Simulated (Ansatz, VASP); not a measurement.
One calculation of ZrB2, two programs

INCAR

```
SYSTEM = ZrB2
ALGO     = Normal         ! electronic algorithm
EDIFF    = 1E-6           ! SCF threshold, eV
ENCUT    = 520            ! plane-wave cutoff, eV
GGA      = PS             ! functional
ISIF     = 2              ! what is computed and relaxed
ISMEAR   = 0              ! smearing method
LASPH    = .TRUE.         ! aspherical terms in the spheres
LCHARG   = .TRUE.         ! write CHGCAR
LELF     = .TRUE.         ! ELF
LREAL    = .FALSE.        ! projectors in reciprocal space
LVHAR    = .TRUE.       
LWAVE    = .FALSE.        ! write WAVECAR
NBANDS   = 16             ! bands
NELM     = 80             ! most SCF steps
PREC     = Accurate       ! precision mode
SIGMA    = 0.15           ! smearing width, eV
```

KPOINTS

```
k-points
0
G
  15 15 12
  0 0 0
```

The input POSCAR:

```
ZrB2
1.0
    3.2179000000      0.0000000000      0.0000000000
   -1.6089500000      2.7867831468      0.0000000000
    0.0000000000      0.0000000000      3.3314000000
Zr B
1 2
Direct
    0.0000000000      0.0000000000      0.0000000000
    0.3333333333      0.6666666667      0.5000000000
    0.6666666667      0.3333333333      0.5000000000
```

Input for Ansatz:

```yaml
crystal:
  lattice:
    - [3.2179, 0.0, 0.0]
    - [-1.60895, 2.7867831468, 0.0]
    - [0.0, 0.0, 3.3314]
  atoms:
    - { symbol: Zr, position: [0.0, 0.0, 0.0] }
    - { symbol: B, position: [0.3333333333, 0.6666666667, 0.5] }
    - { symbol: B, position: [0.6666666667, 0.3333333333, 0.5] }
basis:
  ecutwfc: 520.0
kpoints:
  mp_grid: { grid: [15, 15, 12] }
hamiltonian:
  xc: pbesol
scf:
  occupations: { method: gaussian, width: 0.15 }
output:
  forces: true
  stress: true
  eigenvalues: true
  write_density: true
  write_potential: true
  elf: true
  volumetric_format: npy
```

Alike in both runs: task single point; functional PBEsol; k mesh 15 × 15 × 12; occupations gaussian, width 0.15 eV; no spin polarisation.

|  | VASP | Ansatz |
| --- | --- | --- |
| version | VASP 6.6.1 | Ansatz 0.2.0 |
| potentials or method | VASP PAW PBE potentials, release 64 (Zr_sv, B), cutoff 520 eV | scalar-relativistic, plane waves, PAW |
| valence electrons in the cell | 18 | 18 |

Ansatz gave:

- gap on the k mesh at the Fermi level (eV): none
- pressure (GPa): 2.5
- traceless stress, the component that is largest in VASP (GPa): 16.02

Problem. Estimate VASP's values.

Solution. gap on the k mesh at the Fermi level (eV): none; pressure (GPa): 2.9; traceless stress, the component that is largest in VASP (GPa): 16.02.

VASP's potentials were made for PBE, not for PBEsol. A gap of «none» marks a metal or a gap that the smearing closes. With one functional, cell and mesh, what is left measures potentials, basis and numerics.
